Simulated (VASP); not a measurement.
Wanted: the native input for a VASP 6.6.1 run.

| Item | Value |
| --- | --- |
| Task | single point |
| Functional | PBE |
| Potentials or basis | VASP PAW PBE potentials, release 64 (Be, S, Cd) |
| Cutoff | 520 eV |
| k mesh | 4 × 4 × 4 |
| Occupations | gaussian, width 0.01 eV |
| Spin | no spin polarisation |
| Dipole correction | no |
| Further INCAR settings | ALGO = Normal; EDIFF = 1e-06; NBANDS = 41 |

The structure of BeCd3S4 lies in POSCAR:

```
BeCd3S4
1.0
    5.7611627611      0.0000000000      0.0000000000
    0.0000000000      5.7611627611      0.0000000000
    0.0000000000      0.0000000000      5.7611627611
Be S Cd
1 4 3
Direct
    0.0000000000      0.0000000000      0.0000000000
    0.2208213992      0.2208213992      0.2208213992
    0.7791786008      0.7791786008      0.2208213992
    0.7791786008      0.2208213992      0.7791786008
    0.2208213992      0.7791786008      0.7791786008
    0.5000000000      0.5000000000      0.0000000000
    0.5000000000      0.0000000000      0.5000000000
    0.0000000000      0.5000000000      0.5000000000
```

This cell differs from its parent crystal: volume changed by +6%.

One way to write it, as run:

INCAR

```
  ALGO = Normal
  EDIFF = 1E-6
  ENCUT = 520
  GGA = PE
  ISIF = 2
  ISMEAR = 0
  LASPH = T
  LCHARG = T
  LELF = T
  LREAL = F
  LVHAR = T
  LWAVE = F
  NBANDS = 41
  NELM = 80
  PREC = Accurate
  SIGMA = 0.01
```

KPOINTS

```
k-points
0
Gamma
  4 4 4
```

Potentials or basis: VASP PAW PBE potentials, release 64 (Be, S, Cd).

Launch:

```console
$ cat potpaw_PBE.64/Be/POTCAR potpaw_PBE.64/S/POTCAR potpaw_PBE.64/Cd/POTCAR > POTCAR
$ mpirun -np 1 vasp_std > vasp.out
```

It gave:

- Pressure: -2.9 GPa
- Largest force: 0.020 eV/Å
- Band gap on the k mesh: 1.47 eV, indirect (least direct gap 1.51 eV)

It took 59 s on 1 thread of Intel(R) Xeon(R) 6975P-C (Granite Rapids), with other jobs on the host, peak memory 0.36 GiB.
